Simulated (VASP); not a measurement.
# HfO2 (Fm-3m) in VASP: notebook

Runs on HfO2. Level: PBE. Tasks: single point.

Everything below comes from runs of VASP 6.6.1. Logs are shortened: lines on timing, memory, paths and dates and some standing lists are left out, and cuts for length are marked.

## 1. The cell of the first run

It takes space group Fm-3m (No. 225, cubic). The conventional cell has a = 5.071 Å, b = 5.071 Å, c = 5.071 Å, α = 90.00°, β = 90.00°, γ = 90.00°. Within 2.9 Å of Hf (site symmetry m-3m) lie 8 O at 2.20 Å. O (site symmetry -43m) has 4 Hf at 2.20 Å and 6 O at 2.54 Å within 2.9 Å.

## 2. Single point, PBE

INCAR

```
PREC = Accurate
ENCUT = 600
EDIFF = 1E-6
ISMEAR = 1
SIGMA = 0.1
LREAL = F
LASPH = T
NELM = 120
ALGO = Normal
ISIF = 2
LWAVE = F
LCHARG = F
GGA = PE
NBANDS = 18
GGA_COMPAT = F
```

KPOINTS

```
regular mesh
0
Gamma
  8 8 8
```

POSCAR

```
HfO2
1.0
    0.0000000000      2.5352900925      2.5352900925
    2.5352900925      0.0000000000      2.5352900925
    2.5352900925      2.5352900925      0.0000000000
Hf O
1 2
Direct
    0.0000000000      0.0000000000      0.0000000000
    0.2500000000      0.2500000000      0.2500000000
    0.7500000000      0.7500000000      0.7500000000
```

Potentials or basis: VASP PAW PBE potentials, release 64 (Hf_pv, O).

Launch:

```console
$ cat potpaw_PBE.64/Hf_pv/POTCAR potpaw_PBE.64/O/POTCAR > POTCAR
$ mpirun -np 1 vasp_std > vasp.out
```

OUTCAR:

```text
PREC = Accurate
   ENCUT = 600
   EDIFF = 1E-6
   ISMEAR = 1
   LREAL = F
   LASPH = T
   NELM = 120
   ISIF = 2
   GGA = PE

 ion  position               nearest neighbor table
   1  0.000  0.000  0.000-   3 2.20   3 2.20   3 2.20   2 2.20   2 2.20   2 2.20   3 2.20   2 2.20

   2  0.250  0.250  0.250-   1 2.20   1 2.20   1 2.20   1 2.20
   3  0.750  0.750  0.750-   1 2.20   1 2.20   1 2.20   1 2.20

  LATTYP: Found a face centered cubic cell.
 ALAT       =     5.0705801850

  Lattice vectors:

 A1 = (   0.0000000000,   2.5352900925,   2.5352900925)
 A2 = (   2.5352900925,   0.0000000000,   2.5352900925)
 A3 = (   2.5352900925,   2.5352900925,   0.0000000000)

Analysis of symmetry for initial positions (statically):
=====================================================================
 Subroutine PRICEL returns:
 Original cell was already a primitive cell.

 Routine SETGRP: Setting up the symmetry group for a
 face centered cubic supercell.

 Subroutine GETGRP returns: Found 48 space group operations
 (whereof 48 operations were pure point group operations)
 out of a pool of 48 trial point group operations.

The static configuration has the point symmetry O_h .

Analysis of symmetry for dynamics (positions and initial velocities):
=====================================================================
 Subroutine PRICEL returns:
 Original cell was already a primitive cell.

 Routine SETGRP: Setting up the symmetry group for a
 face centered cubic supercell.

 Subroutine GETGRP returns: Found 48 space group operations
 (whereof 48 operations were pure point group operations)
 out of a pool of 48 trial point group operations.

The dynamic configuration has the point symmetry O_h .

 Subroutine INISYM returns: Found 48 space group operations
 (whereof 48 operations are pure point group operations),
 and found     1 'primitive' translations

----------------------------------------------------------------------------------------

                                     Primitive cell

  volume of cell :      32.5921

  direct lattice vectors                    reciprocal lattice vectors
     0.000000000  2.535290092  2.535290092    -0.197216090  0.197216090  0.197216090
     2.535290092  0.000000000  2.535290092     0.197216090 -0.197216090  0.197216090
     2.535290092  2.535290092  0.000000000     0.197216090  0.197216090 -0.197216090

  length of vectors
     3.585441633  3.585441633  3.585441633     0.341588289  0.341588289  0.341588289

  position of ions in fractional coordinates (direct lattice)
     0.000000000  0.000000000  0.000000000
     0.250000000  0.250000000  0.250000000
     0.750000000  0.750000000  0.750000000

  ion indices of the primitive-cell ions
   primitive index   ion index
                 1           1
                 2           2
                 3           3

----------------------------------------------------------------------------------------

 KPOINTS: regular mesh

Automatic generation of k-mesh.
 Grid dimensions read from file:
 generate k-points for:    8    8    8

 Generating k-lattice:

  Cartesian coordinates                     Fractional coordinates (reciprocal lattice)
    -0.024652011  0.024652011  0.024652011     0.125000000  0.000000000  0.000000000
     0.024652011 -0.024652011  0.024652011     0.000000000  0.125000000  0.000000000
     0.024652011  0.024652011 -0.024652011     0.000000000  0.000000000  0.125000000

  Length of vectors
     0.042698536  0.042698536  0.042698536

  Shift w.r.t. Gamma in fractional coordinates (k-lattice)
     0.000000000  0.000000000  0.000000000

 Subroutine IBZKPT returns following result:
 ===========================================

 Found     29 irreducible k-points:

 Following reciprocal coordinates:
            Coordinates               Weight
  0.000000  0.000000  0.000000      1.000000
  0.125000  0.000000  0.000000      8.000000
  0.250000  0.000000  0.000000      8.000000
  0.375000  0.000000  0.000000      8.000000
  0.500000  0.000000  0.000000      4.000000
  0.125000  0.125000  0.000000      6.000000
[... 16 lines left out ...]
  0.500000  0.250000  0.125000     48.000000
 -0.375000  0.250000  0.125000     24.000000
 [... further k-points ...]
   k-points           NKPTS =     29   k-points in BZ     NKDIM =     29   number of bands    NBANDS=     18
   number of dos      NEDOS =    301   number of ions     NIONS =      3
   total plane-waves  NPLWV =  27000
   dimension x,y,z NGX =    30 NGY =   30 NGZ =   30
   dimension x,y,z NGXF=    60 NGYF=   60 NGZF=   60
   ions per type =               1   2
   NGX,Y,Z   is equivalent  to a cutoff of  13.91, 13.91, 13.91 a.u.
   NGXF,Y,Z  is equivalent  to a cutoff of  27.82, 27.82, 27.82 a.u.
 SYSTEM =  unknown system
   PREC   = accura    normal or accurate (medium, high low for compatibility)
   ISTART =      0    job   : 0-new  1-cont  2-samecut
   ICHARG =      2    charge: 1-file 2-atom 10-const
   ISPIN  =      1    spin polarized calculation?
   LNONCOLLINEAR =      F non collinear calculations
   LSORBIT =      F    spin-orbit coupling
   LASPH  =      T    aspherical Exc in radial PAW
   ENCUT  =  600.0 eV  44.10 Ry    6.64 a.u.   7.16  7.16  7.16*2*pi/ulx,y,z
   NELM   =    120;   NELMIN=  2; NELMDL= -5     # of ELM steps
   EDIFF  = 0.1E-05   stopping-criterion for ELM
   LREAL  =      F    real-space projection
   EDIFFG = 0.1E-04   stopping-criterion for IOM
   NSW    =      0    number of steps for IOM
   IBRION =     -1    ionic relax: 0-MD 1-quasi-New 2-CG
   NFREE  =      0    steps in history (QN), initial steepest desc. (CG)
   ISIF   =      2    stress and relaxation
   ISYM   =      2    0-nonsym 1-usesym 2-fastsym
   POTIM  = 0.5000    time-step for ionic-motion
   TEBEG  =    0.0;   TEEND  =   0.0 temperature during run
   PSTRESS=    0.0 pullay stress
   NELECT =      22.0000    total number of electrons
   NUPDOWN=      -1.0000    fix difference up-down
   EMIN   =  10.00;   EMAX   =-10.00  energy-range for DOS
   EFERMI =   0.00;   METHOD = LEGACY
   ISMEAR =     1;   SIGMA  =   0.10  broadening in eV -4-tet -1-fermi 0-gaus
   EFERMI_NEDOS =   21; number of points for ismear=-14 and -15
   IALGO  =     38    algorithm
   IMIX   =      4    mixing-type and parameters
     AMIX     =   0.40;   BMIX     =  1.00
     AMIX_MAG =   1.60;   BMIX_MAG =  1.00
  volume/ion in A,a.u.               =      10.86        73.31
  Fermi-wavevector in a.u.,A,eV,Ry     =   1.436078  2.713794 28.059572  2.062320
  Thomas-Fermi vector in A             =   2.555306
   LORBIT       =      0    0 simple, 1 ext, 2 COOP (PROOUT), +10 PAW based schemes
   GGA     = PE    functional components
   LHFCALC =     F    Hartree Fock is set to
   AEXX    =    0.0000 exact exchange contribution
   IVDW    =     0    specifies the selected vdW correction
   LEPSILON=     F    determine dielectric tensor
   LRPA    =     F    only Hartree local field effects (RPA)
 non-spin polarized calculation
 Methfessel and Paxton  Order N= 1 SIGMA  =   0.10
  energy-cutoff  :      600.00
  volume of cell :       32.59
 maximum number of plane-waves:      1106
 NGX is ok and might be reduce to    30
   NGX = 15   NGY = 15   NGZ = 15

 number of electron      21.9999997 magnetization

 Free energy of the ion-electron system (eV)
  ---------------------------------------------------
  ext. energy  EPLUGINS =         0.00000000
  ---------------------------------------------------
  free energy    TOTEN  =       -30.25353409 eV

  energy without entropy =      -30.25372179  energy(sigma->0) =      -30.25359665

 E-fermi :   4.3285     XC(G=0): -11.8365

 val. band max:        4.2738827048   @ k =   0.5000   0.5000   0.0000
 cond. band min:       8.0761277300   @ k =   0.5000   0.5000   0.0000
 fundamental gap:      3.8022450252
 Fermi energy:         4.3284785213

 k-point     1 :       0.0000    0.0000    0.0000
  band No.  band energies     occupation
      1     -25.4135      2.00000
      2     -25.4135      2.00000
      3     -25.4135      2.00000
      4     -14.4550      2.00000
      5     -11.4249      2.00000
      6      -1.0659      2.00000
[... 10 lines left out ...]
     17      14.6919      0.00000
     18      17.8196      0.00000

 k-point     2 :       0.1250    0.0000    0.0000
  band No.  band energies     occupation
      1     -25.4809      2.00000
      2     -25.4208      2.00000
      3     -25.4208      2.00000
      4     -14.2472      2.00000
      5     -11.5941      2.00000
      6      -0.9155      2.00000
[... 10 lines left out ...]
     17      14.4274      0.00000
     18      17.7341      0.00000

 k-point     3 :       0.2500    0.0000    0.0000
  band No.  band energies     occupation
      1     -25.6371      2.00000
      2     -25.4384      2.00000
      3     -25.4384      2.00000
      4     -13.7551      2.00000
      5     -11.9358      2.00000
      6      -0.5434      2.00000
[... 10 lines left out ...]
     17      13.9518      0.00000
     18      16.9389      0.00000

 k-point     4 :       0.3750    0.0000    0.0000
  band No.  band energies     occupation
      1     -25.7854      2.00000
      2     -25.4560      2.00000
      3     -25.4560      2.00000
      4     -13.3337      2.00000
      5     -12.1311      2.00000
      6      -0.1732      2.00000
[... 375 lines left out ...]
      4     -13.3325      2.00000
      5     -12.1915      2.00000
      6      -0.5440      2.00000
[... 10 lines left out ...]
     17      14.1353      0.00000
     18      17.4809      0.00000

 k-point    23 :       0.5000    0.2500    0.1250
  band No.  band energies     occupation
      1     -25.7572      2.00000
      2     -25.5649      2.00000
      3     -25.4809      2.00000
      4     -12.9491      2.00000
      5     -12.3437      2.00000
      6      -0.5469      2.00000
[... 10 lines left out ...]
     17      15.0511      0.00000
     18      17.3368      0.00000

 k-point    24 :      -0.3750    0.2500    0.1250
  band No.  band energies     occupation
      1     -25.7857      2.00000
      2     -25.5870      2.00000
      3     -25.4907      2.00000
      4     -12.8654      2.00000
      5     -12.3148      2.00000
      6      -0.5502      2.00000
[... 10 lines left out ...]
     17      15.2628      0.00000
     18      17.3328      0.00000

 [... further k-points ...]

------------------------ aborting loop because EDIFF is reached ----------------------------------------

  FORCE on cell =-STRESS in cart. coord.  units (eV):
  Direction    XX          YY          ZZ          XY          YZ          ZX
  --------------------------------------------------------------------------------------
  -------------------------------------------------------------------------------------
  Total        0.0068856      0.0068856      0.0068856      0.0000000      0.0000000      0.0000000
  in kB        0.3384844      0.3384844      0.3384844      0.0000000      0.0000000      0.0000000
  external PRESSURE =       0.3384844 kB  Pullay stress =       0.0000000 kB

 VOLUME and BASIS-vectors are now :
 -----------------------------------------------------------------------------
  energy-cutoff  :      600.00
  volume of cell :       32.59
      direct lattice vectors                 reciprocal lattice vectors
     0.000000000  2.535290092  2.535290092    -0.197216090  0.197216090  0.197216090
     2.535290092  0.000000000  2.535290092     0.197216090 -0.197216090  0.197216090
     2.535290092  2.535290092  0.000000000     0.197216090  0.197216090 -0.197216090

 POSITION                                       TOTAL-FORCE (eV/Angst)
 -----------------------------------------------------------------------------------
      0.00000      0.00000      0.00000         0.000000     -0.000000      0.000000
      1.26765      1.26765      1.26765         0.000000      0.000000     -0.000000
      3.80294      3.80294      3.80294        -0.000000     -0.000000     -0.000000
 -----------------------------------------------------------------------------------
    total drift:                                0.000000     -0.000000      0.000000

  FREE ENERGIE OF THE ION-ELECTRON SYSTEM (eV)
  ---------------------------------------------------
  free  energy   TOTEN  =       -30.2535340876 eV

  energy  without entropy=      -30.2537217880  energy(sigma->0) =      -30.25359665
```

It took 12 s on 1 thread of Intel Xeon 6975P-C (Granite Rapids), shared host; peak memory 0.18 GiB.

Results:

* Free energy: -30.2535 eV
* Pressure: 0.0 GPa
* Band gap on the k mesh: 3.80 eV

Caveat: spin-orbit coupling is left out, which moves the levels of the heavy elements. PBE gaps usually lie below the measured ones, often by a third to a half.

## 3. Single point, PBE

This run uses another cell than the first one, of 10.78 Å³/atom.

INCAR

```
PREC = Accurate ; ENCUT = 600
EDIFF = 1E-6 ; ISMEAR = 1
SIGMA = 0.1 ; LREAL = False
LASPH = True ; NELM = 120
ALGO = Normal ; ISIF = 2
LWAVE = False ; LCHARG = True
GGA = PE ; LELF = True
LVHAR = True ; NBANDS = 18
GGA_COMPAT = False
```

KPOINTS

```
Automatic mesh
0
Gamma
  8 8 8
```

POSCAR

```
HfO2
1.0
    0.0000000000      2.5289732112      2.5289732112
    2.5289732112      0.0000000000      2.5289732112
    2.5289732112      2.5289732112      0.0000000000
Hf O
1 2
Direct
    0.0000000000      0.0000000000      0.0000000000
    0.2500000000      0.2500000000      0.2500000000
    0.7500000000      0.7500000000      0.7500000000
```

Potentials or basis: VASP PAW PBE potentials, release 64 (Hf_pv, O).

Launch:

```console
$ cat potpaw_PBE.64/Hf_pv/POTCAR potpaw_PBE.64/O/POTCAR > POTCAR
$ mpirun -np 1 vasp_std > vasp.out
```

It took 11 s on 1 thread of Intel Xeon 6975P-C (Granite Rapids), shared host; peak memory 0.18 GiB.

The run converged. Its results:

```yaml
Free_energy: -30.2513 eV
Pressure: 2.0 GPa
Band_gap_on_the_k_mesh: 3.82 eV
```

Levels at points of the mesh, in eV from the valence-band top:
```csv
k point,band 8,band 9,band 10,band 11,band 12,band 13,band 14,band 15
"(0.00, 0.00, 0.00)",-5.39,-0.61,-0.61,-0.61,3.90,3.90,5.90,10.51
"(0.50, 0.00, 0.00)",-3.05,-2.74,-1.84,-1.84,4.64,4.64,7.05,9.09
"(0.50, 0.50, 0.00)",-3.48,-1.54,-1.54,0.00,3.82,5.54,6.70,8.23
```

Caveat: spin-orbit coupling is left out, which moves the levels of the heavy elements. A hybrid or GW would open this gap; PBE tends to underestimate it.

## 4. Single point, PBE

This run uses another cell than the first one, of 10.71 Å³/atom.

INCAR

```
PREC = Accurate
ENCUT = 600
EDIFF = 1E-6
ISMEAR = 1
SIGMA = 0.1
LREAL = F
LASPH = T
NELM = 120
ALGO = Normal
ISIF = 2
LWAVE = F
LCHARG = T
GGA = PE
LELF = T
LVHAR = T
NBANDS = 18
GGA_COMPAT = F
```

KPOINTS

```
regular mesh
0
Gamma
  8 8 8
```

POSCAR

```
HfO2
1.0
    0.0000000000      2.5228629390      2.5228629390
    2.5228629390      0.0000000000      2.5228629390
    2.5228629390      2.5228629390      0.0000000000
Hf O
1 2
Direct
    0.0000000000      0.0000000000      0.0000000000
    0.2500000000      0.2500000000      0.2500000000
    0.7500000000      0.7500000000      0.7500000000
```

Launch:

```console
$ cat potpaw_PBE.64/Hf_pv/POTCAR potpaw_PBE.64/O/POTCAR > POTCAR
$ mpirun -np 1 vasp_std > vasp.out
```

Run time: 12 s. Hardware: 1 thread of Intel Xeon 6975P-C (Granite Rapids), shared host; peak memory 0.18 GiB.

Results (log left out):

```yaml
Free_energy: -30.2464 eV
Pressure: 3.9 GPa
Band_gap_on_the_k_mesh: 3.84 eV
```

Levels at points of the mesh, in eV from the valence-band top:
```
           k point  band 9  band 10  band 11  band 12  band 13  band 14
(0.00, 0.00, 0.00)   -0.61    -0.61    -0.61     3.92     3.92     5.95
(0.50, 0.00, 0.00)   -2.76    -1.85    -1.85     4.66     4.66     7.12
(0.50, 0.50, 0.00)   -1.55    -1.55     0.00     3.84     5.58     6.77
```

Caveat: the cell stands under pressure; spin-orbit coupling is left out, which moves the levels of the heavy elements. PBE gaps usually lie below the measured ones, often by a third to a half.

## 5. Single point, PBE

This run uses another cell than the first one, of 11.04 Å³/atom.

INCAR

```
SYSTEM = HfO2
ALGO = Normal
EDIFF = 1E-6
ENCUT = 600
GGA = PE
GGA_COMPAT = .False.
ISIF = 2
ISMEAR = 1
LASPH = .True.
LCHARG = .False.
LREAL = .False.
LWAVE = .False.
NBANDS = 18
NELM = 120
PREC = Accurate
SIGMA = 0.1
```

KPOINTS

```
k-points
0
Gamma
  8 8 8
  0 0 0
```

POSCAR

```
HfO2
1.0
    0.0000000000      2.5486370338      2.5486370338
    2.5486370338      0.0000000000      2.5486370338
    2.5486370338      2.5486370338      0.0000000000
Hf O
1 2
Direct
    0.0000000000      0.0000000000      0.0000000000
    0.2500000000      0.2500000000      0.2500000000
    0.7500000000      0.7500000000      0.7500000000
```

Potentials or basis: VASP PAW PBE potentials, release 64 (Hf_pv, O).

Launch:

```console
$ cat potpaw_PBE.64/Hf_pv/POTCAR potpaw_PBE.64/O/POTCAR > POTCAR
$ mpirun -np 1 vasp_std > vasp.out
```

OUTCAR:

```text
SYSTEM = HfO2
   EDIFF = 1E-6
   ENCUT = 600
   GGA = PE
   ISIF = 2
   ISMEAR = 1
   LASPH = .True.
   LREAL = .False.
   NELM = 120
   PREC = Accurate

 ion  position               nearest neighbor table
   1  0.000  0.000  0.000-   3 2.21   3 2.21   3 2.21   2 2.21   3 2.21   2 2.21   2 2.21   2 2.21

   2  0.250  0.250  0.250-   1 2.21   1 2.21   1 2.21   1 2.21
   3  0.750  0.750  0.750-   1 2.21   1 2.21   1 2.21   1 2.21

  LATTYP: Found a face centered cubic cell.
 ALAT       =     5.0972740676
[... 698 lines left out ...]

  FORCE on cell =-STRESS in cart. coord.  units (eV):
  Direction    XX          YY          ZZ          XY          YZ          ZX
  --------------------------------------------------------------------------------------
  -------------------------------------------------------------------------------------
  Total       -0.7898431     -0.7898431     -0.7898431      0.0000000     -0.0000000      0.0000000
  in kB      -38.2205951    -38.2205951    -38.2205951      0.0000000     -0.0000000      0.0000000
  external PRESSURE =     -38.2205951 kB  Pullay stress =       0.0000000 kB

 VOLUME and BASIS-vectors are now :
 -----------------------------------------------------------------------------
  energy-cutoff  :      600.00
  volume of cell :       33.11
      direct lattice vectors                 reciprocal lattice vectors
     0.000000000  2.548637034  2.548637034    -0.196183291  0.196183291  0.196183291
     2.548637034  0.000000000  2.548637034     0.196183291 -0.196183291  0.196183291
     2.548637034  2.548637034  0.000000000     0.196183291  0.196183291 -0.196183291

 POSITION                                       TOTAL-FORCE (eV/Angst)
 -----------------------------------------------------------------------------------
      0.00000      0.00000      0.00000        -0.000000      0.000000      0.000000
      1.27432      1.27432      1.27432         0.000000      0.000000     -0.000000
      3.82296      3.82296      3.82296        -0.000000     -0.000000     -0.000000
 -----------------------------------------------------------------------------------
    total drift:                                0.000000     -0.000000      0.000000

  FREE ENERGIE OF THE ION-ELECTRON SYSTEM (eV)
  ---------------------------------------------------
  free  energy   TOTEN  =       -30.2487604440 eV

  energy  without entropy=      -30.2489562462  energy(sigma->0) =      -30.24882571
```

stdout:

```text
POSCAR found type information on POSCAR HfO
 POSCAR found :  2 types and       3 ions
 scaLAPACK will be used
 LDA part: xc-table for (Slater+PW92), standard interpolation
 POSCAR, INCAR and KPOINTS ok, starting setup
 FFT: planning ... GRIDC
 FFT: planning ... GRID_SOFT
 FFT: planning ... GRID
 WAVECAR not read
 entering main loop
```

Run time: 15 s. Hardware: 1 thread of Intel Xeon 6975P-C (Granite Rapids), shared host; peak memory 0.18 GiB.

Results:

- Free energy: -30.2488 eV
- Pressure: -3.8 GPa
- Band gap on the k mesh: 3.76 eV

Caveat: the cell stands under tension; spin-orbit coupling is left out, which moves the levels of the heavy elements.

## 6. The runs side by side

```tsv
cell	gap on the mesh (eV)	pressure (GPa)
a = 3.585 Å, angles 60.0°, 3 atoms	3.80	0.0
a = 3.577 Å, angles 60.0°, 3 atoms	3.82	2.0
a = 3.568 Å, angles 60.0°, 3 atoms	3.84	3.9
a = 3.604 Å, angles 60.0°, 3 atoms	3.76	-3.8
```

Alike in all rows: task single point; level PBE; potentials or basis VASP PAW PBE potentials, release 64 (Hf_pv, O); no spin polarisation; k mesh 8 × 8 × 8; cutoff (eV) 600; smearing methfessel-paxton 0.1 eV.

Caveats: spin-orbit coupling is left out, which moves the levels of the heavy elements; the cell stands under pressure (at least some runs); the cell stands under tension (at least some runs).

Total energies depend on the potentials used, so only differences within one code and one set of settings carry meaning.
